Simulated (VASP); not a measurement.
# GaP (F-43m) in VASP: further runs

Runs on GaP. Level: PBE. Tasks: single point.

Everything below comes from runs of VASP 6.6.1. Logs are shortened: lines on timing, memory, paths and dates and some standing lists are left out, and cuts for length are marked.

## Step 1: The cell of the first run

The structure is cubic, space group F-43m (No. 216). The conventional cell has a = 5.394 Å, b = 5.394 Å, c = 5.394 Å, α = 90.00°, β = 90.00°, γ = 90.00°. Within 3.1 Å of Ga (site symmetry -43m) lie 4 P at 2.34 Å. P (site symmetry -43m) has 4 Ga at 2.34 Å within 3.1 Å.

## Step 2: Single point, PBE (volume changed by -6%)

The input, INCAR:

```
PREC = Accurate ; ENCUT = 520
EDIFF = 1E-6 ; ISMEAR = 0
SIGMA = 0.01 ; LREAL = F
LASPH = T ; NELM = 100
ALGO = Normal ; ISIF = 2
LWAVE = F ; LCHARG = F
GGA = PE ; NBANDS = 16
```

The input, KPOINTS:

```
regular mesh
0
Gamma
  6 6 6
```

The input, POSCAR:

```
GaP
1.0
    0.0000000000      2.6968045977      2.6968045977
    2.6968045977      0.0000000000      2.6968045977
    2.6968045977      2.6968045977      0.0000000000
Ga P
1 1
Direct
    0.0000000000      0.0000000000      0.0000000000
    0.2500000000      0.2500000000      0.2500000000
```

Potentials or basis: VASP PAW PBE potentials, release 64 (Ga_d, P).

Run with:

```
$ cat potpaw_PBE.64/Ga_d/POTCAR potpaw_PBE.64/P/POTCAR > POTCAR
$ mpirun -np 1 vasp_std > vasp.out
```

OUTCAR:

```text
PREC = Accurate
   ENCUT = 520
   EDIFF = 1E-6
   ISMEAR = 0
   LREAL = F
   LASPH = T
   NELM = 100
   ISIF = 2
   GGA = PE

 ion  position               nearest neighbor table
   1  0.000  0.000  0.000-   2 2.34   2 2.34   2 2.34   2 2.34
   2  0.250  0.250  0.250-   1 2.34   1 2.34   1 2.34   1 2.34

  LATTYP: Found a face centered cubic cell.
 ALAT       =     5.3936091954

  Lattice vectors:

 A1 = (   0.0000000000,   2.6968045977,   2.6968045977)
 A2 = (   2.6968045977,   0.0000000000,   2.6968045977)
 A3 = (   2.6968045977,   2.6968045977,   0.0000000000)

Analysis of symmetry for initial positions (statically):
=====================================================================
 Subroutine PRICEL returns:
 Original cell was already a primitive cell.

 Routine SETGRP: Setting up the symmetry group for a
 face centered cubic supercell.

 Subroutine GETGRP returns: Found 24 space group operations
 (whereof 24 operations were pure point group operations)
 out of a pool of 48 trial point group operations.

The static configuration has the point symmetry T_d .

Analysis of symmetry for dynamics (positions and initial velocities):
=====================================================================
 Subroutine PRICEL returns:
 Original cell was already a primitive cell.

 Routine SETGRP: Setting up the symmetry group for a
 face centered cubic supercell.

 Subroutine GETGRP returns: Found 24 space group operations
 (whereof 24 operations were pure point group operations)
 out of a pool of 48 trial point group operations.

The dynamic configuration has the point symmetry T_d .

 Subroutine INISYM returns: Found 24 space group operations
 (whereof 24 operations are pure point group operations),
 and found     1 'primitive' translations

----------------------------------------------------------------------------------------

                                     Primitive cell

  volume of cell :      39.2264

  direct lattice vectors                    reciprocal lattice vectors
     0.000000000  2.696804598  2.696804598    -0.185404608  0.185404608  0.185404608
     2.696804598  0.000000000  2.696804598     0.185404608 -0.185404608  0.185404608
     2.696804598  2.696804598  0.000000000     0.185404608  0.185404608 -0.185404608

  length of vectors
     3.813857637  3.813857637  3.813857637     0.321130201  0.321130201  0.321130201

  position of ions in fractional coordinates (direct lattice)
     0.000000000  0.000000000  0.000000000
     0.250000000  0.250000000  0.250000000

  ion indices of the primitive-cell ions
   primitive index   ion index
                 1           1
                 2           2

----------------------------------------------------------------------------------------

 KPOINTS: regular mesh

Automatic generation of k-mesh.
 Grid dimensions read from file:
 generate k-points for:    6    6    6

 Generating k-lattice:

  Cartesian coordinates                     Fractional coordinates (reciprocal lattice)
    -0.030900768  0.030900768  0.030900768     0.166666667  0.000000000  0.000000000
     0.030900768 -0.030900768  0.030900768     0.000000000  0.166666667  0.000000000
     0.030900768  0.030900768 -0.030900768     0.000000000  0.000000000  0.166666667

  Length of vectors
     0.053521700  0.053521700  0.053521700

  Shift w.r.t. Gamma in fractional coordinates (k-lattice)
     0.000000000  0.000000000  0.000000000

 Subroutine IBZKPT returns following result:
 ===========================================

 Found     16 irreducible k-points:

 Following reciprocal coordinates:
            Coordinates               Weight
  0.000000  0.000000  0.000000      1.000000
  0.166667  0.000000  0.000000      8.000000
  0.333333  0.000000  0.000000      8.000000
  0.500000  0.000000  0.000000      4.000000
  0.166667  0.166667  0.000000      6.000000
  0.333333  0.166667  0.000000     24.000000
[... 8 lines left out ...]
 -0.333333  0.333333  0.166667     24.000000
 -0.333333  0.500000  0.166667     12.000000
   k-points           NKPTS =     16   k-points in BZ     NKDIM =     16   number of bands    NBANDS=     16
   number of dos      NEDOS =    301   number of ions     NIONS =      2
   total plane-waves  NPLWV =  21952
   dimension x,y,z NGX =    28 NGY =   28 NGZ =   28
   dimension x,y,z NGXF=    56 NGYF=   56 NGZF=   56
   ions per type =               1   1
   NGX,Y,Z   is equivalent  to a cutoff of  12.21, 12.21, 12.21 a.u.
   NGXF,Y,Z  is equivalent  to a cutoff of  24.41, 24.41, 24.41 a.u.
 SYSTEM =  unknown system
   PREC   = accura    normal or accurate (medium, high low for compatibility)
   ISTART =      0    job   : 0-new  1-cont  2-samecut
   ICHARG =      2    charge: 1-file 2-atom 10-const
   ISPIN  =      1    spin polarized calculation?
   LNONCOLLINEAR =      F non collinear calculations
   LSORBIT =      F    spin-orbit coupling
   LASPH  =      T    aspherical Exc in radial PAW
[... 122 lines left out ...]
      4      -9.5317      2.00000
      5      -9.5082      2.00000
      6      -6.4594      2.00000
[... 8 lines left out ...]
     15      15.7856      0.00000
     16      16.7717      0.00000

 k-point     7 :       0.5000    0.1667    0.0000
  band No.  band energies     occupation
      1      -9.7243      2.00000
      2      -9.5959      2.00000
      3      -9.5889      2.00000
      4      -9.5239      2.00000
      5      -9.5084      2.00000
      6      -5.4322      2.00000
[... 8 lines left out ...]
     15      16.7909      0.00000
     16      17.4621      0.00000

 k-point     8 :      -0.3333    0.1667    0.0000
  band No.  band energies     occupation
      1      -9.7163      2.00000
      2      -9.5981      2.00000
      3      -9.5942      2.00000
      4      -9.5181      2.00000
      5      -9.5157      2.00000
      6      -5.7359      2.00000
[... 8 lines left out ...]
     15      15.9254      0.00000
     16      17.5677      0.00000

 k-point     9 :      -0.1667    0.1667    0.0000
  band No.  band energies     occupation
      1      -9.6857      2.00000
      2      -9.6097      2.00000
      3      -9.6061      2.00000
      4      -9.5233      2.00000
      5      -9.5148      2.00000
      6      -6.7930      2.00000
[... 8 lines left out ...]
     15      15.3654      0.00000
     16      16.8176      0.00000

 k-point    10 :       0.3333    0.3333    0.0000
  band No.  band energies     occupation
      1      -9.7333      2.00000
      2      -9.5752      2.00000
      3      -9.5752      2.00000
      4      -9.5485      2.00000
      5      -9.5010      2.00000
      6      -5.9084      2.00000
[... 8 lines left out ...]
     15      16.4488      0.00000
     16      19.7117      0.00000

 k-point    11 :       0.5000    0.3333    0.0000
  band No.  band energies     occupation
      1      -9.7448      2.00000
      2      -9.5731      2.00000
      3      -9.5660      2.00000
      4      -9.5471      2.00000
      5      -9.5008      2.00000
      6      -4.9975      2.00000
[... 8 lines left out ...]
     15      17.0108      0.00000
     16      18.5100      0.00000

 k-point    12 :      -0.3333    0.3333    0.0000
  band No.  band energies     occupation
      1      -9.7332      2.00000
      2      -9.5864      2.00000
      3      -9.5736      2.00000
      4      -9.5316      2.00000
      5      -9.5115      2.00000
      6      -4.8820      2.00000
[... 8 lines left out ...]
     15      14.6157      0.00000
     16      20.2533      0.00000

 k-point    13 :       0.5000    0.5000    0.0000
  band No.  band energies     occupation
      1      -9.7590      2.00000
      2      -9.5600      2.00000
      3      -9.5563      2.00000
      4      -9.5563      2.00000
      5      -9.4950      2.00000
      6      -4.6331      2.00000
[... 8 lines left out ...]
     15      17.4507      0.00000
     16      18.1261      0.00000

 k-point    14 :       0.5000    0.3333    0.1667
  band No.  band energies     occupation
      1      -9.7259      2.00000
      2      -9.5907      2.00000
      3      -9.5784      2.00000
      4      -9.5353      2.00000
      5      -9.5072      2.00000
      6      -5.5755      2.00000
[... 8 lines left out ...]
     15      16.9997      0.00000
     16      18.4603      0.00000

 k-point    15 :      -0.3333    0.3333    0.1667
  band No.  band energies     occupation
      1      -9.7325      2.00000
      2      -9.5907      2.00000
      3      -9.5711      2.00000
      4      -9.5314      2.00000
      5      -9.5107      2.00000
      6      -4.8791      2.00000
[... 8 lines left out ...]
     15      17.6541      0.00000
     16      17.9582      0.00000

 k-point    16 :      -0.3333    0.5000    0.1667
  band No.  band energies     occupation
      1      -9.7441      2.00000
      2      -9.5780      2.00000
      3      -9.5626      2.00000
      4      -9.5422      2.00000
      5      -9.5046      2.00000
      6      -4.5556      2.00000
[... 8 lines left out ...]
     15      17.0329      0.00000
     16      18.8044      0.00000

------------------------ aborting loop because EDIFF is reached ----------------------------------------

  FORCE on cell =-STRESS in cart. coord.  units (eV):
  Direction    XX          YY          ZZ          XY          YZ          ZX
  --------------------------------------------------------------------------------------
  -------------------------------------------------------------------------------------
  Total        1.3224123      1.3224123      1.3224123     -0.0000000      0.0000000      0.0000000
  in kB       54.0130902     54.0130902     54.0130902     -0.0000000      0.0000000      0.0000000
  external PRESSURE =      54.0130902 kB  Pullay stress =       0.0000000 kB

 VOLUME and BASIS-vectors are now :
 -----------------------------------------------------------------------------
  energy-cutoff  :      520.00
  volume of cell :       39.23
      direct lattice vectors                 reciprocal lattice vectors
     0.000000000  2.696804598  2.696804598    -0.185404608  0.185404608  0.185404608
     2.696804598  0.000000000  2.696804598     0.185404608 -0.185404608  0.185404608
     2.696804598  2.696804598  0.000000000     0.185404608  0.185404608 -0.185404608

 POSITION                                       TOTAL-FORCE (eV/Angst)
 -----------------------------------------------------------------------------------
      0.00000      0.00000      0.00000         0.000000      0.000000      0.000000
      1.34840      1.34840      1.34840        -0.000000     -0.000000     -0.000000
 -----------------------------------------------------------------------------------
    total drift:                                0.000002      0.000002      0.000002

  FREE ENERGIE OF THE ION-ELECTRON SYSTEM (eV)
  ---------------------------------------------------
  free  energy   TOTEN  =        -9.0714721132 eV

  energy  without entropy=       -9.0714721132  energy(sigma->0) =       -9.07147211
```

It took 9.4 s on 1 thread of Intel Xeon Platinum 8488C (Sapphire Rapids), shared host; peak memory 0.15 GiB.

Results:

| Quantity | Value |
| --- | --- |
| Free energy | -9.0715 eV |
| Pressure | 5.4 GPa |
| Band gap on the k mesh | 1.58 eV, indirect (least direct gap 2.09 eV) |

Caveat: the cell differs from its parent crystal (volume changed by -6%).

## Step 3: Single point, PBE

This run uses another cell than the first one, of 20.87 Å³/atom, 1.064 times its volume.

The input, INCAR:

```
SYSTEM = GaP
PREC = Accurate ; ENCUT = 520
EDIFF = 1E-6 ; ISMEAR = 0
SIGMA = 0.01 ; LREAL = .False.
LASPH = .True. ; NELM = 100
ALGO = Normal ; ISIF = 2
LWAVE = .False. ; LCHARG = .False.
GGA = PE ; NBANDS = 16
```

The input, KPOINTS:

```
regular mesh
0
Gamma
  6 6 6
  0 0 0
```

The input, POSCAR:

```
GaP
1.0
    0.0000000000      2.7530041246      2.7530041246
    2.7530041246      0.0000000000      2.7530041246
    2.7530041246      2.7530041246      0.0000000000
Ga P
1 1
Direct
    0.0000000000      0.0000000000      0.0000000000
    0.2500000000      0.2500000000      0.2500000000
```

Potentials or basis: VASP PAW PBE potentials, release 64 (Ga_d, P).

Run with:

```
$ cat potpaw_PBE.64/Ga_d/POTCAR potpaw_PBE.64/P/POTCAR > POTCAR
$ mpirun -np 1 vasp_std > vasp.out
```

Run time: 16 s. Hardware: 1 thread of Intel Xeon Platinum 8488C (Sapphire Rapids), shared host; peak memory 0.16 GiB.

The run converged. Its results:

| Item | Value |
| --- | --- |
| Free energy | -9.1120 eV |
| Pressure | 0.0 GPa |
| Band gap on the k mesh | 1.57 eV, direct |

Levels at points of the mesh, in eV from the valence-band top:
```
           k point  band 6  band 7  band 8  band 9  band 10  band 11  band 12  band 13
(0.00, 0.00, 0.00)  -12.27    0.00    0.00    0.00     1.57     3.89     3.89     3.89
(0.50, 0.00, 0.00)  -10.30   -6.46   -1.07   -1.07     1.58     4.72     4.72     8.22
(0.50, 0.50, 0.00)   -9.44   -6.62   -2.58   -2.58     1.71     1.84    10.37    10.37
```

A k mesh can miss the band edges. As with any semilocal functional, this PBE gap is likely too small.

## Step 4: Single point, PBE (volume changed by -3%)

The input, INCAR:

```
SYSTEM = GaP
PREC = Accurate
ENCUT = 520
EDIFF = 1E-6
ISMEAR = 0
SIGMA = 0.01
LREAL = .False.
LASPH = .True.
NELM = 80
ALGO = Normal
ISIF = 2
LWAVE = .False.
LCHARG = .True.
GGA = PE
LELF = .True.
LVHAR = .True.
NBANDS = 16
```

KPOINTS is that of step 3.

The input, POSCAR:

```
GaP
1.0
    0.0000000000      2.7251941008      2.7251941008
    2.7251941008      0.0000000000      2.7251941008
    2.7251941008      2.7251941008      0.0000000000
Ga P
1 1
Direct
    0.0000000000      0.0000000000      0.0000000000
    0.2500000000      0.2500000000      0.2500000000
```

Run with:

```
$ cat potpaw_PBE.64/Ga_d/POTCAR potpaw_PBE.64/P/POTCAR > POTCAR
$ mpirun -np 1 vasp_std > vasp.out
```

Run time: 14 s. Hardware: 1 thread of Intel Xeon Platinum 8488C (Sapphire Rapids), shared host; peak memory 0.16 GiB.

The run converged. Its results:

```
Free energy            : -9.1023 eV
Pressure               : 2.5 GPa
Band gap on the k mesh : 1.65 eV, indirect (least direct gap 1.83 eV)
```

Levels at points of the mesh, in eV from the valence-band top:
| k point | band 5 | band 6 | band 7 | band 8 | band 9 | band 10 | band 11 | band 12 | band 13 | band 14 |
| --- | --- | --- | --- | --- | --- | --- | --- | --- | --- | --- |
| (0.00, 0.00, 0.00) | -14.46 | -12.49 | 0.00 | 0.00 | 0.00 | 1.83 | 3.89 | 3.89 | 3.89 | 8.80 |
| (0.50, 0.00, 0.00) | -14.45 | -10.43 | -6.63 | -1.12 | -1.12 | 1.67 | 4.72 | 4.72 | 8.28 | 10.89 |
| (0.50, 0.50, 0.00) | -14.44 | -9.53 | -6.76 | -2.68 | -2.68 | 1.65 | 1.82 | 10.59 | 10.59 | 11.20 |

Caveat: the cell differs from its parent crystal (volume changed by -3%).

## Step 5: Single point, PBE (volume changed by +3%)

The input, INCAR:

```
ALGO = Normal ; EDIFF = 1E-6
ENCUT = 520 ; GGA = PE
ISIF = 2 ; ISMEAR = 0
LASPH = T ; LCHARG = F
LREAL = F ; LWAVE = F
NBANDS = 16 ; NELM = 60
PREC = Accurate ; SIGMA = 0.01
```

The input, KPOINTS:

```
k-points
0
Gamma
  6 6 6
```

The input, POSCAR:

```
GaP
1.0
    0.0000000000      2.7802633640      2.7802633640
    2.7802633640      0.0000000000      2.7802633640
    2.7802633640      2.7802633640      0.0000000000
Ga P
1 1
Direct
    0.0000000000      0.0000000000      0.0000000000
    0.2500000000      0.2500000000      0.2500000000
```

Run with:

```
$ cat potpaw_PBE.64/Ga_d/POTCAR potpaw_PBE.64/P/POTCAR > POTCAR
$ mpirun -np 1 vasp_std > vasp.out
```

Run time: 10 s. Hardware: 1 thread of Intel Xeon Platinum 8488C (Sapphire Rapids), shared host; peak memory 0.16 GiB.

Results (log left out):

- Free energy: -9.1036 eV
- Pressure: -2.2 GPa
- Band gap on the k mesh: 1.33 eV, direct

Levels at points of the mesh, in eV from the valence-band top:
| k point | band 5 | band 6 | band 7 | band 8 | band 9 | band 10 | band 11 | band 12 | band 13 | band 14 |
| --- | --- | --- | --- | --- | --- | --- | --- | --- | --- | --- |
| (0.00, 0.00, 0.00) | -14.39 | -12.06 | 0.00 | 0.00 | 0.00 | 1.33 | 3.89 | 3.89 | 3.89 | 8.55 |
| (0.50, 0.00, 0.00) | -14.38 | -10.18 | -6.31 | -1.03 | -1.03 | 1.49 | 4.73 | 4.73 | 8.15 | 10.48 |
| (0.50, 0.50, 0.00) | -14.37 | -9.36 | -6.48 | -2.48 | -2.48 | 1.77 | 1.86 | 10.14 | 10.14 | 10.66 |

Caveat: the cell differs from its parent crystal (volume changed by +3%).

## Step 6: Single point, PBE (volume changed by +6%)

The input, INCAR:

```
SYSTEM = GaP
ALGO = Normal
EDIFF = 1E-6
ENCUT = 520
GGA = PE
ISIF = 2
ISMEAR = 0
LASPH = .TRUE.
LCHARG = .FALSE.
LREAL = .FALSE.
LWAVE = .FALSE.
NBANDS = 16
NELM = 60
PREC = Accurate
SIGMA = 0.01
```

The input, KPOINTS:

```
k-points
0
G
  6 6 6
  0 0 0
```

The input, POSCAR:

```
GaP
1.0
    0.0000000000      2.8069983056      2.8069983056
    2.8069983056      0.0000000000      2.8069983056
    2.8069983056      2.8069983056      0.0000000000
Ga P
1 1
Direct
    0.0000000000      0.0000000000      0.0000000000
    0.2500000000      0.2500000000      0.2500000000
```

Potentials or basis: VASP PAW PBE potentials, release 64 (Ga_d, P).

Run with:

```
$ cat potpaw_PBE.64/Ga_d/POTCAR potpaw_PBE.64/P/POTCAR > POTCAR
$ mpirun -np 1 vasp_std > vasp.out
```

Run time: 12 s. Hardware: 1 thread of Intel Xeon Platinum 8488C (Sapphire Rapids), shared host; peak memory 0.16 GiB.

It converged, with:

* Free energy: -9.0800 eV
* Pressure: -4.0 GPa
* Band gap on the k mesh: 1.11 eV, direct

Levels at points of the mesh, in eV from the valence-band top:
```csv
k point,band 5,band 6,band 7,band 8,band 9,band 10,band 11,band 12,band 13,band 14
"(0.00, 0.00, 0.00)",-14.36,-11.86,0.00,0.00,0.00,1.11,3.89,3.89,3.89,8.43
"(0.50, 0.00, 0.00)",-14.36,-10.07,-6.16,-1.00,-1.00,1.40,4.72,4.72,8.08,10.29
"(0.50, 0.50, 0.00)",-14.35,-9.29,-6.36,-2.39,-2.39,1.82,1.88,9.93,9.93,10.42
```

Caveat: the cell differs from its parent crystal (volume changed by +6%). A k mesh can miss the band edges.

## Step 7: The runs side by side

```csv
cell,gap on the mesh (eV),pressure (GPa)
"a = 3.814 Å, angles 60.0°, 2 atoms",1.58,5.4
"a = 3.893 Å, angles 60.0°, 2 atoms",1.57,0.0
"a = 3.854 Å, angles 60.0°, 2 atoms",1.65,2.5
"a = 3.932 Å, angles 60.0°, 2 atoms",1.33,-2.2
"a = 3.970 Å, angles 60.0°, 2 atoms",1.11,-4.0
```

Alike in all rows: task single point; level PBE; potentials or basis VASP PAW PBE potentials, release 64 (Ga_d, P); no spin polarisation; k mesh 6 × 6 × 6; cutoff (eV) 520; smearing gaussian 0.01 eV.

Total energies depend on the potentials used, so only differences within one code and one set of settings carry meaning.
